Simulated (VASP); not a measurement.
Set up this calculation in VASP 6.6.1, as the native input.

| Item | Value |
| --- | --- |
| Task | single point |
| Functional | PBE |
| Potentials or basis | VASP PAW PBE potentials, release 64 (P) |
| Cutoff | 520 eV |
| k mesh | 11 × 11 × 15 |
| Occupations | fermi-dirac, width 0.1 eV |
| Spin | no spin polarisation |
| Dipole correction | no |
| Further INCAR settings | ALGO = Normal; EDIFF = 1e-06; NBANDS = 14 |

The structure of P lies in POSCAR:

```
P
1.0
    3.4584331751      0.0000000000      0.0000000000
   -1.7292165876      2.9950909869      0.0000000000
    0.0000000000      0.0000000000      2.0817506434
P
3
Direct
    0.0000000000      0.0000000000      0.0000000000
    0.3333333333      0.6666666667      0.5000000000
    0.6666666667      0.3333333333      0.5000000000
```

One way to write it, as run:

INCAR

```
SYSTEM = P
ALGO = Normal
EDIFF = 1E-6
ENCUT = 520
GGA = PE
ISIF = 2
ISMEAR = -1
LASPH = .True.
LCHARG = .False.
LREAL = .False.
LWAVE = .False.
NBANDS = 14
NELM = 100
PREC = Accurate
SIGMA = 0.1
```

KPOINTS

```
k-points
0
Gamma
  11 11 15
  0 0 0
```

Potentials or basis: VASP PAW PBE potentials, release 64 (P).

Launch:

```bash
$ cat potpaw_PBE.64/P/POTCAR > POTCAR
$ mpirun -np 1 vasp_std > vasp.out
```

It gave:

The pressure is 265.8 GPa.

It took 31 s on 1 thread of Intel Xeon 6975P-C, with other jobs on the host, peak memory 0.15 GiB.
